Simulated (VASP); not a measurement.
A run of VASP 6.6.1 is set up as follows.

The input INCAR:

```
SYSTEM = Cu
PREC = Accurate ; ENCUT = 520
EDIFF = 1E-6 ; ISMEAR = -1
SIGMA = 0.1 ; LREAL = .False.
LASPH = .True. ; NELM = 60
ALGO = Normal ; ISIF = 2
LWAVE = .False. ; LCHARG = .True.
GGA = PS ; LELF = .True.
LVHAR = .True. ; NBANDS = 18
```

The input KPOINTS:

```
Automatic mesh
0
Gamma
  14 10 14
  0 0 0
```

The input POSCAR:

```
Cu
1.0
   -1.7817812439      1.7817812439      0.0000000000
    0.0000000000      0.0000000000      3.5635624878
    1.7817812439      1.7817812439      0.0000000000
Cu
2
Direct
    0.0000000000      0.0000000000      0.0000000000
    0.5000000000      0.5000000000      0.5000000000
```

Potentials or basis: VASP PAW PBE potentials, release 64 (Cu).

Run with:

```bash
$ cat potpaw_PBE.64/Cu/POTCAR > POTCAR
$ mpirun -np 1 vasp_std > vasp.out
```

Task: What does it give for the pressure?

Result: 0.7 GPa.

Task: Predict the band gap on the k mesh.

Result: Zero (band 11 reaches 14.28 eV, above the bottom of band 12 at 5.96 eV).

Caveat: the PAW data sets were made with another functional, which shifts forces and pressure a little.
